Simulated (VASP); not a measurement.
# BeI (F-43m) in VASP: further runs, part 2 of 2

VASP 6.6.1.

## (4) Relaxation of cell and atoms, PBE

File INCAR:

```
SYSTEM = BeI
ALGO = Normal
EDIFF = 1E-6
EDIFFG = -0.01
ENCUT = 600
GGA = PE
IBRION = 2
ISIF = 3
ISMEAR = 0
LASPH = .TRUE.
LCHARG = .FALSE.
LREAL = .FALSE.
LWAVE = .FALSE.
NELM = 100
NSW = 100
PREC = Accurate
SIGMA = 0.1
```

File KPOINTS:

```
k-points
0
G
  16 16 16
  0 0 0
```

File POSCAR:

```
BeI
1.0
    0.0000000000      3.0355654903      3.0355654903
    3.0355654903      0.0000000000      3.0355654903
    3.0355654903      3.0355654903      0.0000000000
Be I
1 1
Direct
    0.0000000000      0.0000000000      0.0000000000
    0.7500000000      0.7500000000      0.7500000000
```

Potentials or basis: VASP PAW PBE potentials, release 64 (Be, I).

Started as:

```console
> cat potpaw_PBE.64/Be/POTCAR potpaw_PBE.64/I/POTCAR > POTCAR
> mpirun -np 1 vasp_std > vasp.out
```

OUTCAR:

```text
SYSTEM = BeI
   EDIFF = 1E-6
   EDIFFG = -0.01
   ENCUT = 600
   GGA = PE
   IBRION = 2
   ISIF = 3
   ISMEAR = 0
   LASPH = .TRUE.
   LREAL = .FALSE.
   NELM = 100
   NSW = 100
   PREC = Accurate

 ion  position               nearest neighbor table
   1  0.000  0.000  0.000-   2 2.63   2 2.63   2 2.63   2 2.63
   2  0.750  0.750  0.750-   1 2.63   1 2.63   1 2.63   1 2.63

  LATTYP: Found a face centered cubic cell.
 ALAT       =     6.0711309806

  Lattice vectors:

 A1 = (   0.0000000000,   3.0355654903,   3.0355654903)
 A2 = (   3.0355654903,   0.0000000000,   3.0355654903)
 A3 = (   3.0355654903,   3.0355654903,   0.0000000000)

Analysis of symmetry for initial positions (statically):
=====================================================================
 Subroutine PRICEL returns:
 Original cell was already a primitive cell.

 Routine SETGRP: Setting up the symmetry group for a
 face centered cubic supercell.

 Subroutine GETGRP returns: Found 24 space group operations
 (whereof 24 operations were pure point group operations)
 out of a pool of 48 trial point group operations.

The static configuration has the point symmetry T_d .

Analysis of symmetry for dynamics (positions and initial velocities):
=====================================================================
 Subroutine PRICEL returns:
 Original cell was already a primitive cell.

 Routine SETGRP: Setting up the symmetry group for a
 face centered cubic supercell.

 Subroutine GETGRP returns: Found 24 space group operations
 (whereof 24 operations were pure point group operations)
 out of a pool of 48 trial point group operations.

The dynamic configuration has the point symmetry T_d .

 Subroutine INISYM returns: Found 24 space group operations
 (whereof 24 operations are pure point group operations),
 and found     1 'primitive' translations

----------------------------------------------------------------------------------------

                                     Primitive cell

[... 128 lines left out ...]

--------------------------------------- Ionic step        1  -------------------------------------------

 number of electron       8.9999999 magnetization

 Free energy of the ion-electron system (eV)
  ---------------------------------------------------
  ext. energy  EPLUGINS =         0.00000000
  ---------------------------------------------------
  free energy    TOTEN  =        -3.61182082 eV

  energy without entropy =       -3.59760771  energy(sigma->0) =       -3.60471426

------------------------ aborting loop because EDIFF is reached ----------------------------------------

  FORCE on cell =-STRESS in cart. coord.  units (eV):
  Direction    XX          YY          ZZ          XY          YZ          ZX
  --------------------------------------------------------------------------------------
  -------------------------------------------------------------------------------------
  Total       -0.0551071     -0.0551071     -0.0551071     -0.0000000      0.0000000     -0.0000000
  in kB       -1.5782270     -1.5782270     -1.5782270     -0.0000000      0.0000000     -0.0000000
  external PRESSURE =      -1.5782270 kB  Pullay stress =       0.0000000 kB
[... 95 lines left out ...]
--------------------------------------- Ionic step        4  -------------------------------------------

 number of electron       9.0000000 magnetization

 Free energy of the ion-electron system (eV)
  ---------------------------------------------------
  ext. energy  EPLUGINS =         0.00000000
  ---------------------------------------------------
  free energy    TOTEN  =        -3.61228662 eV

  energy without entropy =       -3.59878350  energy(sigma->0) =       -3.60553506

 E-fermi :   5.8256     XC(G=0):  -8.3977

 val. band max:        5.8226298025   @ k =  -0.1250   0.1875   0.0625
 cond. band min:       5.8266157521   @ k =  -0.3750   0.1875   0.0625
 fundamental gap:      0.0039859497
 Fermi energy:         5.8255887435

 k-point     1 :       0.0000    0.0000    0.0000
  band No.  band energies     occupation
      1     -10.3240      2.00000
      2       1.3561      2.00000
      3       1.3561      2.00000
      4       1.3561      2.00000
      5       4.3707      2.00000
      6       6.5803      0.00000
      7       6.5803      0.00000
      8       6.5803      0.00000
[... 243 lines left out ...]
 k-point    24 :      -0.0625    0.0625    0.0000
  band No.  band energies     occupation
      1     -10.2747      2.00000
      2       0.8147      2.00000
      3       1.1964      2.00000
      4       1.3258      2.00000
      5       4.8286      2.00000
      6       6.6144      0.00000
      7       6.6586      0.00000
      8       6.8672      0.00000

 [... further k-points ...]

------------------------ aborting loop because EDIFF is reached ----------------------------------------

  FORCE on cell =-STRESS in cart. coord.  units (eV):
  Direction    XX          YY          ZZ          XY          YZ          ZX
  --------------------------------------------------------------------------------------
  -------------------------------------------------------------------------------------
  Total        0.0122302      0.0122302      0.0122302      0.0000000      0.0000000      0.0000000
  in kB        0.3570460      0.3570460      0.3570460      0.0000000      0.0000000      0.0000000
  external PRESSURE =       0.3570460 kB  Pullay stress =       0.0000000 kB
[... 17 lines left out ...]
  FREE ENERGIE OF THE ION-ELECTRON SYSTEM (eV)
  ---------------------------------------------------
  free  energy   TOTEN  =        -3.6122866174 eV

  energy  without entropy=       -3.5987835017  energy(sigma->0) =       -3.60553506

 reached required accuracy - stopping structural energy minimisation
```

OSZICAR:

```text
N       E                     dE             d eps       ncg     rms          rms(c)
DAV:   1     0.351698454219E+02    0.35170E+02   -0.37075E+03  2320   0.939E+02
DAV:   2    -0.221693355359E+01   -0.37387E+02   -0.36881E+02  3328   0.117E+02
DAV:   3    -0.364317266307E+01   -0.14262E+01   -0.14208E+01  2920   0.314E+01
[... 27 lines left out ...]
DAV:   2    -0.361290605282E+01    0.33120E-02   -0.85470E-03  2344   0.519E-01    0.241E-01
DAV:   3    -0.361232202526E+01    0.58403E-03   -0.30366E-03  2664   0.293E-01    0.237E-01
DAV:   4    -0.361231114429E+01    0.10881E-04   -0.52089E-05  2608   0.619E-02    0.212E-01
DAV:   5    -0.361228735004E+01    0.23794E-04   -0.97189E-05  2936   0.590E-02    0.167E-02
DAV:   6    -0.361228661741E+01    0.73263E-06   -0.25990E-06  2328   0.132E-02
   4 F= -.36122866E+01 E0= -.36055351E+01  d E =-.465802E-03
```

CONTCAR:

```text
BeI
   1.00000000000000
    -0.0000000000000000    3.0162256112367194    3.0162256112367194
     3.0162256112367194    0.0000000000000000    3.0162256112367194
     3.0162256112367194    3.0162256112367194   -0.0000000000000000
  Be              I
     1     1
Direct
     1.0000000000000000    1.0000000000000000    0.0000000000000000
     0.7500000000000000    0.7500000000000000    0.7500000000000000

  0.00000000E+00  0.00000000E+00  0.00000000E+00
  0.00000000E+00  0.00000000E+00  0.00000000E+00
```

Run time: 81 s. Hardware: 1 thread of Intel Xeon 6975P-C (Granite Rapids), shared host; peak memory 0.27 GiB.

What came out:

* Free energy: -3.6123 eV
* Relaxed volume: 27.44 Å³/atom
* Relaxed cell: a = 4.266 Å, b = 4.266 Å, c = 4.266 Å, α = 60.00°, β = 60.00°, γ = 60.00°
* Space group after relaxing (to 0.1 Å): F-43m (No. 216)
* Energy gained by relaxing: 0.2 meV/atom
* Ionic steps: 4
* Pressure after relaxing: 0.0 GPa
* Band gap on the k mesh: zero (an odd number of electrons rules out a gap without spin polarisation)

Step by step:
| step | energy change (eV) | largest force (eV/Å) | pressure (GPa) | volume (Å³) |
| --- | --- | --- | --- | --- |
| 1 | 0.0000 | 0.0000 | -0.16 | 55.94 |
| 2 | -0.0002 | 0.0000 | -0.12 | 55.72 |
| 3 | -0.0004 | 0.0000 | -0.07 | 55.44 |
| 4 | -0.0005 | 0.0000 | 0.04 | 54.88 |

Final structure:
```
Be I
1.0
     0.00000    3.01623    3.01623
     3.01623    0.00000    3.01623
     3.01623    3.01623    0.00000
Be I
1 1
Direct
  0.00000 0.00000 0.00000
  0.75000 0.75000 0.75000
```

Levels at points of the mesh, in eV from the Fermi level:
```csv
k point,band 3,band 4,band 5,band 6,band 7,band 8
"(0.00, 0.00, 0.00)",-4.47,-4.47,-1.45,0.75,0.75,0.75
"(0.50, 0.00, 0.00)",-5.05,-5.05,-0.81,1.51,1.51,4.38
"(0.50, 0.50, 0.00)",-5.93,-5.93,-0.69,-0.27,4.86,4.86
```

Caveat: spin-orbit coupling is left out, which moves the levels of the heavy elements; an odd number of electrons without spin polarisation forces a metal; a magnetic or distorted state may lie lower.

## (5) Summary

| task | cell | k mesh | cutoff (eV) | gap on the mesh (eV) | pressure (GPa) |
| --- | --- | --- | --- | --- | --- |
| single point | a = 4.293 Å, angles 60.0°, 2 atoms | 6 × 6 × 6 | 520 | none | -0.3 |
| single point | a = 4.272 Å, angles 60.0°, 2 atoms | 16 × 16 × 16 | 520 | none | 0.0 |
| relaxation of cell and atoms | relaxed from a = 4.293 Å, angles 60.0°, 2 atoms | 16 × 16 × 16 | 600 | none | 0.0 |

Alike in all rows: level PBE; potentials or basis VASP PAW PBE potentials, release 64 (Be, I); no spin polarisation; smearing gaussian 0.1 eV.

Caveats: spin-orbit coupling is left out, which moves the levels of the heavy elements; an odd number of electrons without spin polarisation forces a metal; a magnetic or distorted state may lie lower.

Absolute energies hang on the potentials; compare differences alone.

The gap in the log of VASP goes by the Fermi energy; the results here count the filled bands.